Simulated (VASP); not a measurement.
Crystal: MnO.

```
CELL_PARAMETERS angstrom
0.00000 2.17851 2.17851
2.17851 0.00000 2.17851
2.17851 2.17851 0.00000
ATOMIC_POSITIONS crystal
Mn 0.00000 0.00000 0.00000
O 0.50000 0.50000 0.50000
```

Base run:

| Property | Result |
| --- | --- |
| Program | VASP 6.6.1 |
| Functional | PBE |
| Potentials or basis | VASP PAW PBE potentials, release 64 (Mn_pv, O) |
| Cutoff | 520 eV |
| k mesh | 10 × 10 × 10 |
| Occupations | fermi-dirac, width 0.05 eV |
| Spin | collinear spin, ferromagnetic start |
| Starting moments | [4.0, 0.0] μB |

Its results: pressure 6.9 GPa; net moment 4.58 μB per cell; site moments Mn +4.18; O +0.19 μB.

Problem. The run is repeated on the same cell with these changes: functional from PBE to LDA; potentials or basis from VASP PAW PBE potentials, release 64 (Mn_pv, O) to VASP PAW LDA potentials, release 64 (Mn_pv, O). What comes out?

Solution. Pressure -13.3 GPa; net moment 4.29 μB per cell; site moments Mn +3.93; O +0.17 μB.

Caveats: a cell with one magnetic atom can't hold antiferromagnetic order, which such compounds often take.
